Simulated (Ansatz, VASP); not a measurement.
# HgTe in VASP and in Ansatz

```
Hg Te
1.0
     3.88253    0.00000    0.00000
     0.00000    3.88253    0.00000
     0.00000    0.00000    3.65447
Hg Te
1 1
Cartesian
  1.9413 1.9413 0.0000
  0.0000 0.0000 1.8272
```

Alike in both runs: task relaxation of cell and atoms; functional PBE; k mesh 14 × 14 × 16; occupations gaussian, width 0.1 eV; no spin polarisation.

```csv
,VASP,Ansatz
version,VASP 6.6.1,Ansatz 0.2.0
potentials or method,"VASP PAW PBE potentials, release 64 (Hg, Te), cutoff 600 eV","scalar-relativistic, plane waves, PAW"
valence electrons in the cell,18,36
```

Ansatz gave:

| Item | Value |
| --- | --- |
| gap on the k mesh at the Fermi level, each at its own relaxed structure (eV) | none |
| relaxed volume (Å³/atom) | 28.13 |
| relaxed cell length with the largest relative difference (Å) | 3.269 |

Which values does VASP return?

gap on the k mesh at the Fermi level, each at its own relaxed structure (eV): none; relaxed volume (Å³/atom): 28.19; relaxed cell length with the largest relative difference (Å): 3.273.

A gap of «none» marks a metal or a gap that the smearing closes. VASP's potentials hold 18 valence electrons a cell and Ansatz's 36, so a difference there can come from the potentials and not from the codes.

Spin-orbit coupling is off throughout.
